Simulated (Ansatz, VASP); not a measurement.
Lu in VASP and in Ansatz

```
Lu
1.0
     3.50632    0.00000    0.00000
    -1.75316    3.03656    0.00000
     0.00000    0.00000    5.46624
Lu
2
Direct
  0.33333 0.66667 0.25000
  0.66667 0.33333 0.75000
```

Alike in both runs: functional PBE; k mesh 14 × 14 × 8; occupations fermi-dirac, width 0.05 eV; no spin polarisation.

Ansatz relaxed the structure, and its values are those at the end. VASP's run is a single point on that final structure, the one shown.

|  | VASP | Ansatz |
| --- | --- | --- |
| version | VASP 6.6.1 | Ansatz 0.2.0 |
| potentials or method | VASP PAW PBE potentials, release 64 (Lu), cutoff 520 eV | all-electron LAPW, scalar-relativistic |

|  | VASP | Ansatz | Ansatz less VASP |
| --- | --- | --- | --- |
| pressure (GPa) | 0.4 | 0.0 | -0.37 |

Ansatz ran all-electron here, and VASP with PAW potentials.

Spin-orbit coupling is off throughout.
